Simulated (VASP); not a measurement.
A run of VASP 6.6.1 is set up as follows.

Contents of INCAR:

```
ALGO = Normal
EDIFF = 1E-7
ENCUT = 520
GGA = PE
ISIF = 2
ISMEAR = 0
LASPH = True
LCHARG = True
LELF = True
LREAL = False
LVHAR = True
LWAVE = False
NBANDS = 30
NELM = 100
PREC = Accurate
SIGMA = 0.1
```

KPOINTS

```
k-points
0
Gamma
  18 18 4
```

Contents of POSCAR:

```
Ag
1.0
    2.8768656306      0.0000000000      0.0000000000
   -1.4384328153      2.4914387194      0.0000000000
    0.0000000000      0.0000000000      9.3682837340
Ag
4
Direct
    0.3333333333      0.6666666667      0.2500000000
    0.6666666667      0.3333333333      0.7500000000
    0.0000000000      0.0000000000      0.0000000000
    0.0000000000      0.0000000000      0.5000000000
```

Potentials or basis: VASP PAW PBE potentials, release 64 (Ag).

The run is started by

```console
$ cat potpaw_PBE.64/Ag/POTCAR > POTCAR
$ mpirun -np 1 vasp_std > vasp.out
```

Q: What does it give for the pressure?

A: 6.5 GPa.

Q: Estimate the band gap on the k mesh.

A: Zero (band 22 reaches 12.16 eV, above the bottom of band 23 at 5.56 eV).

Stress tensor (GPa, compression positive):
```
6.52 0.00 0.00
0.00 6.52 0.00
0.00 0.00 6.43
```
